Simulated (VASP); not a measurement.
# Al2InAs3 (P3m1) in VASP: further runs, part 2 of 2

VASP 6.6.1.

**4. Single point, PBE (volume scaled by 0.91, then relaxed in part)**

Contents of INCAR:

```
SYSTEM = Al2InAs3
PREC = Accurate
ENCUT = 520
EDIFF = 1E-6
ISMEAR = 0
SIGMA = 0.02
LREAL = .False.
LASPH = .True.
NELM = 100
ALGO = Normal
ISIF = 2
LWAVE = .False.
LCHARG = .True.
GGA = PE
LELF = .True.
LVHAR = .True.
NBANDS = 26
```

Contents of KPOINTS:

```
regular mesh
0
Gamma
  6 6 4
  0 0 0
```

Contents of POSCAR:

```
Al2InAs3
1.0
    4.0251769207      0.0000000000      0.0000000000
   -2.0125884604      3.4859054680      0.0000000000
    0.0000000000      0.0000000000      9.8826516688
Al In As
2 1 3
Direct
    0.0000000000      0.0000000000      0.0079984084
    0.6666666667      0.3333333333      0.3275204485
    0.3333333333      0.6666666667      0.6632355292
    0.0000000000      0.0000000000      0.7660306013
    0.3333333333      0.6666666667      0.4020237772
    0.6666666667      0.3333333333      0.0831912352
```

Launch:

```bash
$ cat potpaw_PBE.64/Al/POTCAR potpaw_PBE.64/In_d/POTCAR potpaw_PBE.64/As/POTCAR > POTCAR
$ mpirun -np 1 vasp_std > vasp.out
```

It took 1.9 min on 1 thread of Intel Xeon Platinum 8259CL at 2.50GHz (Skylake/Cascade Lake), shared host; peak memory 0.3 GiB.

The run converged. Its results:

- Free energy: -26.0373 eV
- Pressure: 7.1 GPa
- Largest force: 0.010 eV/Å
- Band gap on the k mesh: 0.96 eV, indirect (least direct gap 1.19 eV)

Forces on the atoms (eV/Å):
```
Al   0.000  0.000  0.004
Al   0.000  0.000  0.005
In   0.000  0.000  0.002
As   0.000  0.000 -0.010
As   0.000  0.000  0.003
As   0.000  0.000 -0.004
```

Levels at points of the mesh, in eV from the valence-band top:
| k point | band 13 | band 14 | band 15 | band 16 | band 17 | band 18 | band 19 | band 20 | band 21 | band 22 |
| --- | --- | --- | --- | --- | --- | --- | --- | --- | --- | --- |
| (0.00, 0.00, 0.00) | -1.09 | -1.09 | -0.43 | 0.00 | 0.00 | 1.19 | 1.55 | 2.05 | 3.77 | 3.77 |
| (0.50, 0.00, 0.00) | -2.75 | -2.66 | -2.56 | -1.93 | -1.38 | 0.96 | 1.76 | 2.31 | 2.78 | 4.21 |
| (0.00, 0.00, 0.50) | -1.49 | -0.98 | -0.98 | -0.09 | -0.09 | 1.50 | 2.01 | 2.39 | 3.99 | 3.99 |
| (0.50, 0.00, 0.50) | -3.29 | -2.68 | -2.27 | -1.30 | -1.12 | 1.32 | 1.46 | 2.06 | 3.20 | 3.30 |

Caveat: spin-orbit coupling is left out, which moves the levels of the heavy elements. A k mesh can miss the band edges.

**5. Single point, PBE (volume scaled by 0.94, then relaxed in part)**

Contents of INCAR:

```
ALGO     = Normal         # electronic algorithm
EDIFF    = 1E-7           # SCF threshold, eV
ENCUT    = 520            # plane-wave cutoff, eV
GGA      = PE             # functional
ISIF     = 2              # what is computed and relaxed
ISMEAR   = 0              # smearing method
LASPH    = True           # aspherical terms in the spheres
LCHARG   = True           # write CHGCAR
LELF     = True           # ELF
LREAL    = False          # projectors in reciprocal space
LVHAR    = True         
LWAVE    = False          # write WAVECAR
NBANDS   = 26             # bands
NELM     = 60             # most SCF steps
PREC     = Accurate       # precision mode
SIGMA    = 0.02           # smearing width, eV
```

Contents of KPOINTS:

```
k-points
0
Gamma
  6 6 4
```

Contents of POSCAR:

```
Al2InAs3
1.0
    4.0695290555      0.0000000000      0.0000000000
   -2.0347645278      3.5243155435      0.0000000000
    0.0000000000      0.0000000000      9.9871503985
Al In As
2 1 3
Direct
    0.0000000000      0.0000000000      0.0075472828
    0.6666666667      0.3333333333      0.3274148202
    0.3333333333      0.6666666667      0.6638342220
    0.0000000000      0.0000000000      0.7655960436
    0.3333333333      0.6666666667      0.4024042358
    0.6666666667      0.3333333333      0.0832033955
```

Launch:

```bash
$ cat potpaw_PBE.64/Al/POTCAR potpaw_PBE.64/In_d/POTCAR potpaw_PBE.64/As/POTCAR > POTCAR
$ mpirun -np 1 vasp_std > vasp.out
```

Wall time 2.1 min (1 thread of Intel Xeon Platinum 8259CL at 2.50GHz (Skylake/Cascade Lake), shared host); peak memory 0.3 GiB.

The run converged. Its results:

- Free energy: -26.2014 eV
- Pressure: 4.4 GPa
- Largest force: 0.009 eV/Å
- Band gap on the k mesh: 1.01 eV, direct

Forces in eV/Å, atoms in the order of the input:
```
Al   0.000  0.000  0.004
Al   0.000  0.000  0.005
In   0.000  0.000  0.002
As   0.000  0.000 -0.009
As   0.000  0.000  0.003
As   0.000  0.000 -0.005
```

Levels at points of the mesh, in eV from the valence-band top:
| k point | band 15 | band 16 | band 17 | band 18 | band 19 | band 20 |
| --- | --- | --- | --- | --- | --- | --- |
| (0.00, 0.00, 0.00) | -0.39 | 0.00 | 0.00 | 1.01 | 1.48 | 1.95 |
| (0.50, 0.00, 0.00) | -2.45 | -1.84 | -1.33 | 1.06 | 1.81 | 2.31 |
| (0.00, 0.00, 0.50) | -0.91 | -0.09 | -0.09 | 1.42 | 1.89 | 2.25 |
| (0.50, 0.00, 0.50) | -2.17 | -1.23 | -1.07 | 1.39 | 1.41 | 2.09 |

Caveat: spin-orbit coupling is left out, which moves the levels of the heavy elements. A k mesh can miss the band edges.

**6. Single point, PBE (volume scaled by 0.97, then relaxed in part)**

Contents of INCAR:

```
PREC = Accurate
ENCUT = 520
EDIFF = 1E-6
ISMEAR = 0
SIGMA = 0.02
LREAL = F
LASPH = T
NELM = 100
ALGO = Normal
ISIF = 2
LWAVE = F
LCHARG = F
GGA = PE
NBANDS = 26
```

Contents of KPOINTS:

```
Automatic mesh
0
Gamma
  6 6 4
```

Contents of POSCAR:

```
Al2InAs3
1.0
    4.1129555638      0.0000000000      0.0000000000
   -2.0564777819      3.5619240029      0.0000000000
    0.0000000000      0.0000000000     10.0894093581
Al In As
2 1 3
Direct
    0.0000000000      0.0000000000      0.0071420032
    0.6666666667      0.3333333333      0.3272976282
    0.3333333333      0.6666666667      0.6644045897
    0.0000000000      0.0000000000      0.7652160420
    0.3333333333      0.6666666667      0.4027297114
    0.6666666667      0.3333333333      0.0832100255
```

Potentials or basis: VASP PAW PBE potentials, release 64 (Al, In_d, As).

Launch:

```bash
$ cat potpaw_PBE.64/Al/POTCAR potpaw_PBE.64/In_d/POTCAR potpaw_PBE.64/As/POTCAR > POTCAR
$ mpirun -np 1 vasp_std > vasp.out
```

OUTCAR:

```text
PREC = Accurate
   ENCUT = 520
   EDIFF = 1E-6
   ISMEAR = 0
   LREAL = F
   LASPH = T
   NELM = 100
   ISIF = 2
   GGA = PE

 ion  position               nearest neighbor table
   1  0.000  0.000  0.007-   4 2.44   6 2.50   6 2.50   6 2.50
   2  0.667  0.333  0.327-   6 2.46   5 2.49   5 2.49   5 2.49
   3  0.333  0.667  0.664-   4 2.58   4 2.58   4 2.58   5 2.64
   4  0.000  0.000  0.765-   1 2.44   3 2.58   3 2.58   3 2.58
   5  0.333  0.667  0.403-   2 2.49   2 2.49   2 2.49   3 2.64
   6  0.667  0.333  0.083-   2 2.46   1 2.50   1 2.50   1 2.50

  LATTYP: Found a hexagonal cell.
 ALAT       =     4.1129555638
 C/A-ratio  =     2.4530800787

  Lattice vectors:

 A1 = (   4.1129555638,   0.0000000000,   0.0000000000)
 A2 = (  -2.0564777819,   3.5619240029,   0.0000000000)
 A3 = (   0.0000000000,   0.0000000000,  10.0894093581)

Analysis of symmetry for initial positions (statically):
=====================================================================
 Subroutine PRICEL returns:
 Original cell was already a primitive cell.

 Routine SETGRP: Setting up the symmetry group for a
 hexagonal supercell.

 Subroutine GETGRP returns: Found  6 space group operations
 (whereof  6 operations were pure point group operations)
 out of a pool of 24 trial point group operations.

The static configuration has the point symmetry C_3v.

Analysis of symmetry for dynamics (positions and initial velocities):
=====================================================================
 Subroutine PRICEL returns:
 Original cell was already a primitive cell.

 Routine SETGRP: Setting up the symmetry group for a
 hexagonal supercell.

 Subroutine GETGRP returns: Found  6 space group operations
 (whereof  6 operations were pure point group operations)
 out of a pool of 24 trial point group operations.
[... 126 lines left out ...]
   IMIX   =      4    mixing-type and parameters
     AMIX     =   0.40;   BMIX     =  1.00
     AMIX_MAG =   1.60;   BMIX_MAG =  1.00
  volume/ion in A,a.u.               =      24.64       166.25
  Fermi-wavevector in a.u.,A,eV,Ry     =   1.003074  1.895535 13.689605  1.006158
  Thomas-Fermi vector in A             =   2.135602
   LORBIT       =      0    0 simple, 1 ext, 2 COOP (PROOUT), +10 PAW based schemes
   GGA     = PE    functional components
   LHFCALC =     F    Hartree Fock is set to
   AEXX    =    0.0000 exact exchange contribution
   IVDW    =     0    specifies the selected vdW correction
   LEPSILON=     F    determine dielectric tensor
   LRPA    =     F    only Hartree local field effects (RPA)
 non-spin polarized calculation
 Gauss-broadening in eV      SIGMA  =   0.02
  energy-cutoff  :      520.00
  volume of cell :      147.81
 maximum number of plane-waves:      4015
 NGX is ok and might be reduce to    32
   NGX = 15   NGY = 15   NGZ = 37

 number of electron      33.9999996 magnetization

 Free energy of the ion-electron system (eV)
  ---------------------------------------------------
  ext. energy  EPLUGINS =         0.00000000
  ---------------------------------------------------
  free energy    TOTEN  =       -26.29321828 eV

  energy without entropy =      -26.29321828  energy(sigma->0) =      -26.29321828

 E-fermi :   4.3867     XC(G=0):  -9.0200

 val. band max:        4.2902873662   @ k =   0.0000   0.0000   0.0000
 cond. band min:       5.1148421042   @ k =   0.0000   0.0000   0.0000
 fundamental gap:      0.8245547379
 Fermi energy:         4.3866903804

 k-point     1 :       0.0000    0.0000    0.0000
  band No.  band energies     occupation
      1     -10.0750      2.00000
      2     -10.0120      2.00000
      3     -10.0120      2.00000
      4      -9.8901      2.00000
      5      -9.8901      2.00000
      6      -7.7740      2.00000
[... 685 lines left out ...]
     25      10.1512      0.00000
     26      10.3601      0.00000

------------------------ aborting loop because EDIFF is reached ----------------------------------------

  FORCE on cell =-STRESS in cart. coord.  units (eV):
  Direction    XX          YY          ZZ          XY          YZ          ZX
  --------------------------------------------------------------------------------------
  -------------------------------------------------------------------------------------
  Total        1.9081644      1.9081644      1.9273062      0.0000000      0.0000000      0.0000000
  in kB       20.6834013     20.6834013     20.8908875      0.0000000      0.0000000      0.0000000
  external PRESSURE =      20.7525634 kB  Pullay stress =       0.0000000 kB

 VOLUME and BASIS-vectors are now :
 -----------------------------------------------------------------------------
  energy-cutoff  :      520.00
  volume of cell :      147.81
      direct lattice vectors                 reciprocal lattice vectors
     4.112955564  0.000000000  0.000000000     0.243134161  0.140373573  0.000000000
    -2.056477782  3.561924003  0.000000000     0.000000000  0.280747147  0.000000000
     0.000000000  0.000000000 10.089409358     0.000000000  0.000000000  0.099113830

 POSITION                                       TOTAL-FORCE (eV/Angst)
 -----------------------------------------------------------------------------------
      0.00000      0.00000      0.07206         0.000000     -0.000000      0.003635
      2.05648      1.18731      3.30224         0.000000     -0.000000      0.005282
     -0.00000      2.37462      6.70345        -0.000000      0.000000      0.001343
      0.00000      0.00000      7.72058         0.000000     -0.000000     -0.007825
     -0.00000      2.37462      4.06330         0.000000     -0.000000      0.001909
      2.05648      1.18731      0.83954         0.000000     -0.000000     -0.004343
 -----------------------------------------------------------------------------------
    total drift:                                0.000001     -0.000000     -0.000421

  FREE ENERGIE OF THE ION-ELECTRON SYSTEM (eV)
  ---------------------------------------------------
  free  energy   TOTEN  =       -26.2932182778 eV

  energy  without entropy=      -26.2932182778  energy(sigma->0) =      -26.29321828
```

Wall time 1.8 min (1 thread of Intel Xeon Platinum 8259CL at 2.50GHz (Skylake/Cascade Lake), shared host); peak memory 0.32 GiB.

Results:

```
Free energy            : -26.2932 eV
Pressure               : 2.1 GPa
Largest force          : 0.008 eV/Å
Band gap on the k mesh : 0.82 eV, direct
```

Forces on the atoms (eV/Å):
```
Al   0.000  0.000  0.004
Al   0.000  0.000  0.005
In   0.000  0.000  0.001
As   0.000  0.000 -0.008
As   0.000  0.000  0.002
As   0.000  0.000 -0.004
```

Levels at points of the mesh, in eV from the valence-band top:
| k point | band 15 | band 16 | band 17 | band 18 | band 19 | band 20 |
| --- | --- | --- | --- | --- | --- | --- |
| (0.00, 0.00, 0.00) | -0.36 | 0.00 | 0.00 | 0.82 | 1.41 | 1.85 |
| (0.50, 0.00, 0.00) | -2.34 | -1.74 | -1.28 | 1.15 | 1.84 | 2.30 |
| (0.00, 0.00, 0.50) | -0.85 | -0.09 | -0.09 | 1.35 | 1.78 | 2.11 |
| (0.50, 0.00, 0.50) | -2.07 | -1.17 | -1.02 | 1.33 | 1.48 | 2.12 |

Caveat: spin-orbit coupling is left out, which moves the levels of the heavy elements. A k mesh can miss the band edges.

**7. Summary**

```csv
cell,k mesh,smearing,gap on the mesh (eV),pressure (GPa),largest force (eV/Å)
"a = 4.155, b = 4.155, c = 10.190 Å, angles 90.0, 90.0, 120.0°, 6 atoms",6 × 6 × 2,gaussian 0.1 eV,0.65,0.1,-
"a = 3.980, b = 3.980, c = 9.776 Å, angles 90.0, 90.0, 120.0°, 6 atoms",6 × 6 × 4,gaussian 0.02 eV,0.86,10.4,0.01
"a = 4.025, b = 4.025, c = 9.883 Å, angles 90.0, 90.0, 120.0°, 6 atoms",6 × 6 × 4,gaussian 0.02 eV,0.96,7.1,0.01
"a = 4.070, b = 4.070, c = 9.987 Å, angles 90.0, 90.0, 120.0°, 6 atoms",6 × 6 × 4,gaussian 0.02 eV,1.01,4.4,0.01
"a = 4.113, b = 4.113, c = 10.089 Å, angles 90.0, 90.0, 120.0°, 6 atoms",6 × 6 × 4,gaussian 0.02 eV,0.82,2.1,0.01
```

Alike in all rows: task single point; level PBE; potentials or basis VASP PAW PBE potentials, release 64 (Al, In_d, As); no spin polarisation; cutoff (eV) 520.

Caveats: spin-orbit coupling is left out, which moves the levels of the heavy elements.

Total energies depend on the potentials used, so only differences within one code and one set of settings carry meaning.
